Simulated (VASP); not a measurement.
# CaO (Pm-3m) in VASP: further runs

CaO is run at these levels: r2SCAN; tasks: single point.

Everything below comes from runs of VASP 6.6.1. Logs are shortened: lines on timing, memory, paths and dates and some standing lists are left out, and cuts for length are marked.

## (1) The cell of the first run

It takes space group Pm-3m (No. 221, cubic). The conventional cell has a = 2.910 Å, b = 2.910 Å, c = 2.910 Å, α = 90.00°, β = 90.00°, γ = 90.00°. Ca (site symmetry m-3m) has 8 O at 2.52 Å and 6 Ca at 2.91 Å within 3.3 Å. Within 3.3 Å of O (site symmetry m-3m) lie 8 Ca at 2.52 Å and 6 O at 2.91 Å.

## (2) Single point, r2SCAN

File POSCAR:

```
CaO
1.0
    2.9101886460      0.0000000000      0.0000000000
    0.0000000000      2.9101886460      0.0000000000
    0.0000000000      0.0000000000      2.9101886460
Ca O
1 1
Direct
    0.0000000000      0.0000000000      0.0000000000
    0.5000000000      0.5000000000      0.5000000000
```

File INCAR.step1:

```
PREC = Accurate
ENCUT = 520
ISMEAR = 0
SIGMA = 0.05
LREAL = F
LASPH = T
NELM = 80
NBANDS = 15
GGA = PE
ALGO = Normal
EDIFF = 1E-4
LWAVE = T
LCHARG = F
```

File INCAR.step2:

```
PREC = Accurate
ENCUT = 520
EDIFF = 1E-7
ISMEAR = 0
SIGMA = 0.05
LREAL = F
LASPH = T
NELM = 80
ALGO = Normal
ISIF = 2
LWAVE = F
LCHARG = F
METAGGA = R2SCAN
LMIXTAU = T
NBANDS = 15
ISTART = 1
```

File KPOINTS:

```
regular mesh
0
Gamma
  8 8 8
```

Potentials or basis: VASP PAW PBE potentials, release 64 (Ca_sv, O).

Run with:

```console
$ cat potpaw_PBE.64/Ca_sv/POTCAR potpaw_PBE.64/O/POTCAR > POTCAR
$ cp INCAR.step1 INCAR
$ mpirun -np 1 vasp_std > vasp.out
$ cp INCAR.step2 INCAR
$ mpirun -np 1 vasp_std > vasp.out
```

OUTCAR:

```text
PREC = Accurate
   ENCUT = 520
   EDIFF = 1E-7
   ISMEAR = 0
   LREAL = F
   LASPH = T
   NELM = 80
   ISIF = 2
   METAGGA = R2SCAN
   ISTART = 1

 ion  position               nearest neighbor table
   1  0.000  0.000  0.000-   2 2.52   2 2.52   2 2.52   2 2.52   2 2.52   2 2.52   2 2.52   2 2.52

   2  0.500  0.500  0.500-   1 2.52   1 2.52   1 2.52   1 2.52   1 2.52   1 2.52   1 2.52   1 2.52

  LATTYP: Found a simple cubic cell.
 ALAT       =     2.9101886460

  Lattice vectors:

 A1 = (   2.9101886460,   0.0000000000,   0.0000000000)
 A2 = (   0.0000000000,   2.9101886460,   0.0000000000)
 A3 = (   0.0000000000,   0.0000000000,   2.9101886460)

Analysis of symmetry for initial positions (statically):
=====================================================================
 Subroutine PRICEL returns:
 Original cell was already a primitive cell.

 Routine SETGRP: Setting up the symmetry group for a
 simple cubic supercell.

 Subroutine GETGRP returns: Found 48 space group operations
 (whereof 48 operations were pure point group operations)
 out of a pool of 48 trial point group operations.

The static configuration has the point symmetry O_h .

Analysis of symmetry for dynamics (positions and initial velocities):
=====================================================================
 Subroutine PRICEL returns:
 Original cell was already a primitive cell.

 Routine SETGRP: Setting up the symmetry group for a
 simple cubic supercell.

 Subroutine GETGRP returns: Found 48 space group operations
 (whereof 48 operations were pure point group operations)
 out of a pool of 48 trial point group operations.

The dynamic configuration has the point symmetry O_h .

 Subroutine INISYM returns: Found 48 space group operations
 (whereof 48 operations are pure point group operations),
 and found     1 'primitive' translations

----------------------------------------------------------------------------------------

                                     Primitive cell

  volume of cell :      24.6470

  direct lattice vectors                    reciprocal lattice vectors
     2.910188646  0.000000000  0.000000000     0.343620336  0.000000000  0.000000000
     0.000000000  2.910188646  0.000000000     0.000000000  0.343620336  0.000000000
     0.000000000  0.000000000  2.910188646     0.000000000  0.000000000  0.343620336

[... 85 lines left out ...]
   EDIFFG = 0.1E-05   stopping-criterion for IOM
   NSW    =      0    number of steps for IOM
   IBRION =     -1    ionic relax: 0-MD 1-quasi-New 2-CG
   NFREE  =      0    steps in history (QN), initial steepest desc. (CG)
   ISIF   =      2    stress and relaxation
   ISYM   =      2    0-nonsym 1-usesym 2-fastsym
   POTIM  = 0.5000    time-step for ionic-motion
   TEBEG  =    0.0;   TEEND  =   0.0 temperature during run
   PSTRESS=    0.0 pullay stress
   NELECT =      16.0000    total number of electrons
   NUPDOWN=      -1.0000    fix difference up-down
   EMIN   =  10.00;   EMAX   =-10.00  energy-range for DOS
   EFERMI =   0.00;   METHOD = LEGACY
   ISMEAR =     0;   SIGMA  =   0.05  broadening in eV -4-tet -1-fermi 0-gaus
   EFERMI_NEDOS =   21; number of points for ismear=-14 and -15
   IALGO  =     38    algorithm
   IMIX   =      4    mixing-type and parameters
     AMIX     =   0.40;   BMIX     =  1.00
     AMIX_MAG =   1.60;   BMIX_MAG =  1.00
  volume/ion in A,a.u.               =      12.32        83.16
  Fermi-wavevector in a.u.,A,eV,Ry     =   1.417513  2.678711 27.338768  2.009343
  Thomas-Fermi vector in A             =   2.538735
   LORBIT       =      0    0 simple, 1 ext, 2 COOP (PROOUT), +10 PAW based schemes
   METAGGA = R2SCAN    functional components
   LHFCALC =     F    Hartree Fock is set to
   AEXX    =    0.0000 exact exchange contribution
   IVDW    =     0    specifies the selected vdW correction
   LEPSILON=     F    determine dielectric tensor
   LRPA    =     F    only Hartree local field effects (RPA)
 non-spin polarized calculation
 Gauss-broadening in eV      SIGMA  =   0.05
  energy-cutoff  :      520.00
  volume of cell :       24.65
 maximum number of plane-waves:       691
 NGX is ok and might be reduce to    24
   NGX = 11   NGY = 11   NGZ = 11

 number of electron      15.9999996 magnetization

 Free energy of the ion-electron system (eV)
  ---------------------------------------------------
  ext. energy  EPLUGINS =         0.00000000
  ---------------------------------------------------
  free energy    TOTEN  =       -18.50683283 eV

  energy without entropy =      -18.50683283  energy(sigma->0) =      -18.50683283

 E-fermi :   4.0878     XC(G=0): -11.8586

 val. band max:        3.8562922012   @ k =   0.5000   0.5000   0.0000
 cond. band min:       7.1354113738   @ k =   0.0000   0.0000   0.0000
 fundamental gap:      3.2791191727
 Fermi energy:         4.0878202233

 k-point     1 :       0.0000    0.0000    0.0000
  band No.  band energies     occupation
      1     -36.9803      2.00000
      2     -16.5646      2.00000
      3     -16.5646      2.00000
      4     -16.5646      2.00000
      5     -13.5334      2.00000
      6       3.5516      2.00000
      7       3.5516      2.00000
      8       3.5516      2.00000
      9       7.1354      0.00000
     10       7.1354      0.00000
     11       9.8781      0.00000
     12      12.8744      0.00000
     13      12.8744      0.00000
     14      12.8744      0.00000
[... 401 lines left out ...]
      2     -17.5489      2.00000
      3     -17.3188      2.00000
      4     -16.5041      2.00000
      5     -12.7194      2.00000
      6       1.3386      2.00000
      7       1.6668      2.00000
      8       3.1662      2.00000
      9       9.0502      0.00000
     10       9.9441      0.00000
     11      11.3374      0.00000
     12      11.5048      0.00000
     13      13.5034      0.00000
     14      18.3946      0.00000
     15      18.6227      0.00000

 [... further k-points ...]
[... 5 lines left out ...]
  --------------------------------------------------------------------------------------
  -------------------------------------------------------------------------------------
  Total        0.0217230      0.0217230      0.0217230      0.0000000     -0.0000000      0.0000000
  in kB        1.4121053      1.4121053      1.4121053      0.0000000     -0.0000000      0.0000000
  external PRESSURE =       1.4121053 kB  Pullay stress =       0.0000000 kB

 VOLUME and BASIS-vectors are now :
 -----------------------------------------------------------------------------
  energy-cutoff  :      520.00
  volume of cell :       24.65
      direct lattice vectors                 reciprocal lattice vectors
     2.910188646  0.000000000  0.000000000     0.343620336  0.000000000  0.000000000
     0.000000000  2.910188646  0.000000000     0.000000000  0.343620336  0.000000000
     0.000000000  0.000000000  2.910188646     0.000000000  0.000000000  0.343620336

 POSITION                                       TOTAL-FORCE (eV/Angst)
 -----------------------------------------------------------------------------------
      0.00000      0.00000      0.00000         0.000000      0.000000      0.000000
      1.45509      1.45509      1.45509         0.000000      0.000000      0.000000
 -----------------------------------------------------------------------------------
    total drift:                                0.000000      0.000000     -0.000000

  FREE ENERGIE OF THE ION-ELECTRON SYSTEM (eV)
  ---------------------------------------------------
  free  energy   TOTEN  =       -18.5068328252 eV

  energy  without entropy=      -18.5068328252  energy(sigma->0) =      -18.50683283
```

OSZICAR.step1:

```text
N       E                     dE             d eps       ncg     rms          rms(c)
DAV:   1     0.126835591574E+03    0.12684E+03   -0.84724E+03  1050   0.111E+03
DAV:   2    -0.851535674216E+01   -0.13535E+03   -0.12581E+03  1295   0.296E+02
DAV:   3    -0.132806700818E+02   -0.47653E+01   -0.47309E+01  1176   0.584E+01
DAV:   4    -0.133896813986E+02   -0.10901E+00   -0.10889E+00  1559   0.803E+00
DAV:   5    -0.133908424781E+02   -0.11611E-02   -0.11611E-02  1164   0.741E-01    0.816E+00
DAV:   6    -0.118978134281E+02    0.14930E+01   -0.35525E+00  1198   0.205E+01    0.325E+00
DAV:   7    -0.118377742831E+02    0.60039E-01   -0.33361E-01  1169   0.589E+00    0.168E+00
DAV:   8    -0.118188612922E+02    0.18913E-01   -0.85789E-02  1344   0.292E+00    0.423E-01
DAV:   9    -0.118173794266E+02    0.14819E-02   -0.66348E-03  1190   0.745E-01    0.101E-01
DAV:  10    -0.118177922783E+02   -0.41285E-03   -0.76911E-04  1246   0.329E-01    0.481E-02
DAV:  11    -0.118177594461E+02    0.32832E-04   -0.68694E-05  1001   0.131E-01
   1 F= -.11817759E+02 E0= -.11817759E+02  d E =-.109685E-13
```

Wall time 24 s (1 thread of Intel Xeon Platinum 8559C (Emerald Rapids), shared host); peak memory 0.15 GiB.

What came out:

```
Free energy            : -18.5068 eV
Pressure               : 0.1 GPa
Band gap on the k mesh : 3.28 eV, indirect (least direct gap 3.58 eV)
```

Caveat: the PAW data sets were made with another functional, which shifts forces and pressure a little. r2SCAN opens gaps a little over a GGA but as a rule still falls short of measured ones.

(Continued in part 2 of 2.)
